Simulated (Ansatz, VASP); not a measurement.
**Two plane-wave programs on GaSb3**

```
Ga Sb
1.0
     0.00000    3.58550    3.58550
     3.58550    0.00000    3.58550
     3.58550    3.58550    0.00000
Ga Sb
1 3
Direct
  0.00000 0.00000 0.00000
  0.25000 0.25000 0.25000
  0.75000 0.75000 0.75000
  0.50000 0.50000 0.50000
```

Alike in both runs: task relaxation of cell and atoms; functional PBEsol; dispersion D3(BJ); k mesh 10 × 10 × 10; occupations gaussian, width 0.1 eV; no spin polarisation.

|  | VASP | Ansatz |
| --- | --- | --- |
| version | VASP 6.6.1 | Ansatz 0.2.0 |
| potentials or method | VASP PAW PBE potentials, release 64 (Ga_d, Sb), cutoff 600 eV | scalar-relativistic, plane waves, PAW |
| valence electrons in the cell | 28 | 58 |

Ansatz gave:

```
gap on the k mesh at the Fermi level, each at its own relaxed structure (eV) : none
relaxed volume (Å³/atom)                                                     : 23.05
relaxed cell length with the largest relative difference (Å)                 : 5.071
```

Problem. Which values does VASP return?

Solution. gap on the k mesh at the Fermi level, each at its own relaxed structure (eV): none; relaxed volume (Å³/atom): 23.09; relaxed cell length with the largest relative difference (Å): 5.074.

VASP's potentials were made for PBE, not for PBEsol. A gap of «none» marks a metal or a gap that the smearing closes. VASP's potentials hold 28 valence electrons a cell and Ansatz's 58, so a difference there can come from the potentials and not from the codes.

Neither program's run includes spin-orbit coupling. Noted on VASP's run: too few bands were computed for a metal, which touches its energy and stress.
